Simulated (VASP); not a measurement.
Write the native input for VASP 6.6.1 that does the following.

- Task: relaxation of cell and atoms
- Functional: PBE
- Potentials or basis: VASP PAW PBE potentials, release 64 (Nb_sv, Sn_d, S)
- Cutoff: 600 eV
- k mesh: 6 × 6 × 6
- Occupations: gaussian, width 0.1 eV
- Spin: no spin polarisation
- Dipole correction: no
- Further INCAR settings: ALGO = Normal; EDIFF = 1e-06; IBRION = 2; EDIFFG = -0.04; NSW = 90; ISIF = 3

The structure of Nb2Sn2S lies in POSCAR:

```
Nb2Sn2S
1.0
   -2.1958422000      2.1958422000      5.8516619000
    2.1958422000     -2.1958422000      5.8516619000
    2.1958422000      2.1958422000     -5.8516619000
Nb Sn S
2 2 1
Direct
    0.3750000000      0.3750000000      0.0000000000
    0.6250000000      0.6250000000      0.0000000000
    0.7500000000      0.2500000000      0.5000000000
    0.2500000000      0.7500000000      0.5000000000
    0.0000000000      0.0000000000      0.0000000000
```

The cell was generated, and may not be a known phase.

The input as run:

INCAR

```
PREC     = Accurate       # precision mode
ENCUT    = 600            # plane-wave cutoff, eV
EDIFF    = 1E-6           # SCF threshold, eV
ISMEAR   = 0              # smearing method
SIGMA    = 0.1            # smearing width, eV
LREAL    = False          # projectors in reciprocal space
LASPH    = True           # aspherical terms in the spheres
NELM     = 80             # most SCF steps
ALGO     = Normal         # electronic algorithm
ISIF     = 3              # what is computed and relaxed
LWAVE    = False          # write WAVECAR
LCHARG   = False          # write CHGCAR
GGA      = PE             # functional
IBRION   = 2              # ionic algorithm
NSW      = 90             # ionic steps
EDIFFG   = -0.04          # ionic threshold
```

KPOINTS

```
regular mesh
0
Gamma
  6 6 6
```

Potentials or basis: VASP PAW PBE potentials, release 64 (Nb_sv, Sn_d, S).

The run is started by

```bash
$ cat potpaw_PBE.64/Nb_sv/POTCAR potpaw_PBE.64/Sn_d/POTCAR potpaw_PBE.64/S/POTCAR > POTCAR
$ mpirun -np 1 vasp_std > vasp.out
```

It gave:

```
Relaxed volume                        : 21.51 Å³/atom
Relaxed cell                          : a = 7.500 Å, b = 7.500 Å, c = 7.500 Å, α = 149.63°, β = 149.63°, γ = 43.49°
Space group after relaxing (to 0.1 Å) : I4/mmm (No. 139)
Energy gained by relaxing             : 664.9 meV/atom
Ionic steps                           : 14
Pressure after relaxing               : 0.0 GPa
Band gap on the k mesh                : zero (bands 30 and 31 overlap by 1.04 eV)
```

Caveat: spin-orbit coupling is left out, which moves the levels of the heavy elements.

It took 29 min on 1 thread of Intel(R) Xeon(R) 6975P-C (Granite Rapids) (shared host), peak memory 0.54 GiB.
